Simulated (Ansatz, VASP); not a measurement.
**Two plane-wave programs on HfC**

```
CELL_PARAMETERS angstrom
0.00000 2.37802 2.37802
2.37802 0.00000 2.37802
2.37802 2.37802 0.00000
ATOMIC_POSITIONS crystal
Hf 0.50000 0.50000 0.50000
C 0.00000 0.00000 0.00000
```

Alike in both runs: task single point; functional PBEsol; k mesh 16 × 16 × 16; occupations gaussian, width 0.1 eV; no spin polarisation.

|  | VASP | Ansatz |
| --- | --- | --- |
| version | VASP 6.6.1 | Ansatz 0.2.0 |
| potentials or method | VASP PAW PBE potentials, release 64 (Hf_pv, C), cutoff 520 eV | scalar-relativistic, plane waves, PAW |
| valence electrons in the cell | 14 | 30 |

```csv
,VASP,Ansatz,Ansatz less VASP
gap on the k mesh at the Fermi level (eV),none,none,-
pressure (GPa),-20.2,-19.6,+0.64
```

VASP's potentials were made for PBE, not for PBEsol. A gap of «none» marks a metal or a gap that the smearing closes. VASP's potentials hold 14 valence electrons a cell and Ansatz's 30, so a difference there can come from the potentials and not from the codes.

Neither program's run includes spin-orbit coupling.
